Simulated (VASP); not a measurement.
# Mo (I4/mmm) in VASP: further runs, part 2 of 2

VASP 6.6.1. Earlier steps stand in the parts before.

## 3. Single point, PBEsol

This run uses another cell than the first one, of 15.65 Å³/atom, 1.004 times its volume.

The input, INCAR:

```
ALGO = Fast ; EDIFF = 1E-6
ENCUT = 520 ; GGA = PS
ISIF = 2 ; ISMEAR = 0
LASPH = True ; LCHARG = False
LREAL = False ; LWAVE = False
NBANDS = 13 ; NELM = 100
PREC = Accurate ; SIGMA = 0.1
```

The input, KPOINTS:

```
k-points
0
Gamma
  22 22 22
```

The input, POSCAR:

```
Mo
1.0
   -1.3043755981      1.3043755981      2.2993357657
    1.3043755981     -1.3043755981      2.2993357657
    1.3043755981      1.3043755981     -2.2993357657
Mo
1
Direct
    0.0000000000      0.0000000000      0.0000000000
```

Potentials or basis: VASP PAW PBE potentials, release 64 (Mo_sv).

Run with:

```sh
$ cat potpaw_PBE.64/Mo_sv/POTCAR > POTCAR
$ mpirun -np 1 vasp_std > vasp.out
```

OUTCAR:

```text
EDIFF = 1E-6
   ENCUT = 520
   GGA = PS
   ISIF = 2
   ISMEAR = 0
   LASPH = True
   LREAL = False
   NELM = 100
   PREC = Accurate

 ion  position               nearest neighbor table
   1  0.000  0.000  0.000-

  LATTYP: Found a body centered tetragonal cell.
 ALAT       =     2.6087511962
 C/A-ratio  =     1.7627865540

  Lattice vectors:

 A1 = (  -1.3043755981,   1.3043755981,   2.2993357657)
 A2 = (   1.3043755981,  -1.3043755981,   2.2993357657)
 A3 = (   1.3043755981,   1.3043755981,  -2.2993357657)

Analysis of symmetry for initial positions (statically):
=====================================================================
 Subroutine PRICEL returns:
 Original cell was already a primitive cell.

 Routine SETGRP: Setting up the symmetry group for a
 body centered tetragonal supercell.

 Subroutine GETGRP returns: Found 16 space group operations
 (whereof 16 operations were pure point group operations)
 out of a pool of 16 trial point group operations.

The static configuration has the point symmetry D_4h.

Analysis of symmetry for dynamics (positions and initial velocities):
=====================================================================
 Subroutine PRICEL returns:
 Original cell was already a primitive cell.

 Routine SETGRP: Setting up the symmetry group for a
 body centered tetragonal supercell.

 Subroutine GETGRP returns: Found 16 space group operations
 (whereof 16 operations were pure point group operations)
 out of a pool of 16 trial point group operations.

The dynamic configuration has the point symmetry D_4h.

 Subroutine INISYM returns: Found 16 space group operations
 (whereof 16 operations are pure point group operations),
 and found     1 'primitive' translations

----------------------------------------------------------------------------------------

                                     Primitive cell

  volume of cell :      15.6483
[... 114 lines left out ...]
   AEXX    =    0.0000 exact exchange contribution
   IVDW    =     0    specifies the selected vdW correction
   LEPSILON=     F    determine dielectric tensor
   LRPA    =     F    only Hartree local field effects (RPA)
 non-spin polarized calculation
 RMM-DIIS sequential band-by-band and
 Gauss-broadening in eV      SIGMA  =   0.10
  energy-cutoff  :      520.00
  volume of cell :       15.65
 maximum number of plane-waves:       435
 NGX is ok and might be reduce to    24
   NGX = 11   NGY = 11   NGZ = 11

 number of electron      13.9999999 magnetization

 Free energy of the ion-electron system (eV)
  ---------------------------------------------------
  ext. energy  EPLUGINS =         0.00000000
  ---------------------------------------------------
  free energy    TOTEN  =       -11.43798431 eV

  energy without entropy =      -11.43351304  energy(sigma->0) =      -11.43574868

 E-fermi :  12.4030     XC(G=0): -13.5005

 val. band max:       12.4005506083   @ k =   0.3636   0.3636   0.1364
 cond. band min:      12.4030132865   @ k =   0.5000   0.1818   0.0000
 fundamental gap:      0.0024626783
 Fermi energy:        12.4029811471

 k-point     1 :       0.0000    0.0000    0.0000
  band No.  band energies     occupation
      1     -48.7031      2.00000
      2     -22.1798      2.00000
      3     -21.8448      2.00000
      4     -21.8448      2.00000
      5       5.1942      2.00000
      6       9.4994      2.00000
      7      11.6169      2.00000
      8      12.5280      0.07712
      9      12.5280      0.07712
     10      15.8101      0.00000
     11      25.8372      0.00000
     12      26.6855      0.00000
     13      32.9799      0.00000
[... 354 lines left out ...]
  band No.  band energies     occupation
      1     -48.4251      2.00000
      2     -23.4571      2.00000
      3     -22.4068      2.00000
      4     -21.8514      2.00000
      5       7.3336      2.00000
      6      10.0036      2.00000
      7      12.2337      1.98331
      8      13.2569      0.00000
      9      15.6773      0.00000
     10      16.4264      0.00000
     11      24.0300      0.00000
     12      24.9442      0.00000
     13      31.6081      0.00000

 [... further k-points ...]

------------------------ aborting loop because EDIFF is reached ----------------------------------------

  FORCE on cell =-STRESS in cart. coord.  units (eV):
  Direction    XX          YY          ZZ          XY          YZ          ZX
  --------------------------------------------------------------------------------------
  -------------------------------------------------------------------------------------
  Total        0.0550876      0.0550876      0.0437538      0.0000000      0.0000000      0.0000000
  in kB        5.6402239      5.6402239      4.4797968      0.0000000      0.0000000      0.0000000
  external PRESSURE =       5.2534149 kB  Pullay stress =       0.0000000 kB

 VOLUME and BASIS-vectors are now :
 -----------------------------------------------------------------------------
  energy-cutoff  :      520.00
  volume of cell :       15.65
      direct lattice vectors                 reciprocal lattice vectors
    -1.304375598  1.304375598  2.299335766     0.000000000  0.383325172  0.217454105
     1.304375598 -1.304375598  2.299335766     0.383325172  0.000000000  0.217454105
     1.304375598  1.304375598 -2.299335766     0.383325172  0.383325172  0.000000000

 POSITION                                       TOTAL-FORCE (eV/Angst)
 -----------------------------------------------------------------------------------
      0.00000      0.00000      0.00000         0.000000      0.000000     -0.000000
 -----------------------------------------------------------------------------------
    total drift:                               -0.000000      0.000000     -0.000000

  FREE ENERGIE OF THE ION-ELECTRON SYSTEM (eV)
  ---------------------------------------------------
  free  energy   TOTEN  =       -11.4379843131 eV

  energy  without entropy=      -11.4335130418  energy(sigma->0) =      -11.43574868
```

OSZICAR:

```text
N       E                     dE             d eps       ncg     rms          rms(c)
DAV:   1     0.922005110174E+02    0.92201E+02   -0.80464E+03 21802   0.110E+03
DAV:   2    -0.109443502478E+02   -0.10314E+03   -0.99197E+02 24894   0.311E+02
DAV:   3    -0.121376540403E+02   -0.11933E+01   -0.11893E+01 24219   0.332E+01
DAV:   4    -0.121403632237E+02   -0.27092E-02   -0.27090E-02 24394   0.192E+00
DAV:   5    -0.121403802292E+02   -0.17006E-04   -0.17006E-04 24659   0.136E-01    0.159E+01
RMM:   6    -0.115286906302E+02    0.61169E+00   -0.69422E-01 21744   0.773E+00    0.478E+00
RMM:   7    -0.114427040909E+02    0.85987E-01   -0.19739E-01 22271   0.404E+00    0.958E-01
RMM:   8    -0.114381830018E+02    0.45211E-02   -0.11414E-02 24479   0.119E+00    0.143E-01
RMM:   9    -0.114379945547E+02    0.18845E-03   -0.12161E-03 24498   0.374E-01    0.600E-02
RMM:  10    -0.114379843286E+02    0.10226E-04   -0.16695E-04 25096   0.143E-01    0.152E-02
RMM:  11    -0.114379852757E+02   -0.94706E-06   -0.18235E-05 24674   0.461E-02    0.846E-03
RMM:  12    -0.114379843131E+02    0.96253E-06   -0.47827E-06 19369   0.224E-02
   1 F= -.11437984E+02 E0= -.11435749E+02  d E =-.447127E-02
```

stdout:

```text
POSCAR found type information on POSCAR Mo
 POSCAR found :  1 types and       1 ions
 scaLAPACK will be used
 -----------------------------------------------------------------------------
|                                                                             |
|                                                                             |
|     You enforced a specific xc type in the INCAR file but a different       |
|     I HOPE YOU KNOW WHAT YOU ARE DOING!                                     |
|                                                                             |
 -----------------------------------------------------------------------------

 LDA part: xc-table for (Slater+PW92), standard interpolation
 POSCAR, INCAR and KPOINTS ok, starting setup
 FFT: planning ... GRIDC
 FFT: planning ... GRID_SOFT
 FFT: planning ... GRID
 WAVECAR not read
 entering main loop
```

Run time: 50 s. Hardware: 1 thread of Intel Xeon 6975P-C (Granite Rapids), shared host; peak memory 0.26 GiB.

Results:

```
Free energy            : -11.4380 eV
Pressure               : 0.5 GPa
Band gap on the k mesh : zero (band 7 reaches 14.97 eV, above the bottom of band 8 at 11.77 eV)
```

Caveat: the PAW data sets were made with another functional, which shifts forces and pressure a little.
